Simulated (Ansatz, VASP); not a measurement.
**Two plane-wave programs on Re**

```
CELL_PARAMETERS angstrom
2.75983 0.00000 0.00000
-1.37991 2.39008 0.00000
0.00000 0.00000 4.45723
ATOMIC_POSITIONS crystal
Re 0.33333 0.66667 0.25000
Re 0.66667 0.33333 0.75000
```

Alike in both runs: task single point; functional r2SCAN; k mesh 5 × 5 × 3; occupations fermi-dirac, width 0.1 eV; no spin polarisation.

|  | VASP | Ansatz |
| --- | --- | --- |
| version | VASP 6.6.1 | Ansatz 0.2.0 |
| potentials or method | VASP PAW PBE potentials, release 64 (Re), cutoff 520 eV | plane waves (500 eV) with PAW, scalar-relativistic |
| valence electrons in the cell | 14 | 30 |

VASP gave:

| Property | Result |
| --- | --- |
| pressure (GPa) | -1.9 |
| traceless stress, the component that is largest in VASP (GPa) | -6.07 |

Task: What did Ansatz give for the same quantities?

Result: Pressure (GPa): -2.2; traceless stress, the component that is largest in VASP (GPa): -6.12.

VASP's potentials were made for PBE, not for r2SCAN. The functional is the same, so the differences come from potentials, cutoffs and numerics. VASP's potentials hold 14 valence electrons a cell and Ansatz's 30, so a difference there can come from the potentials and not from the codes.

The k mesh is coarse, so the values compare programs but aren't converged. Neither program's run includes spin-orbit coupling.
